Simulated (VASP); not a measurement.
Here is a VASP 6.6.1 calculation.

File INCAR:

```
ALGO = Normal
EDIFF = 1E-6
EDIFFG = -0.005
ENCUT = 600
GGA = PE
IBRION = 2
ISIF = 3
ISMEAR = -1
LASPH = True
LCHARG = False
LREAL = False
LWAVE = False
NELM = 80
NSW = 32
PREC = Accurate
PSTRESS = 4.3
SIGMA = 0.08
```

KPOINTS

```
k-points
0
Gamma
  9 9 5
```

Contents of POSCAR:

```
Rb
1.0
    4.8317173237      0.0000000000      0.0000000000
   -2.4158586619      4.1843899463      0.0000000000
    0.0000000000      0.0000000000      7.9821478124
Rb
2
Direct
    0.3333333333      0.6666666667      0.2500000000
    0.6666666667      0.3333333333      0.7500000000
```

Potentials or basis: VASP PAW PBE potentials, release 64 (Rb_sv).

Run with:

```console
$ cat potpaw_PBE.64/Rb_sv/POTCAR > POTCAR
$ mpirun -np 1 vasp_std > vasp.out
```

(1) Estimate the band gap on the k mesh.

Results:

(1) zero (bands 9 and 10 overlap by 2.08 eV).

Caveat: the cell is relaxed towards a set pressure, so the run minimises the enthalpy, not the energy.
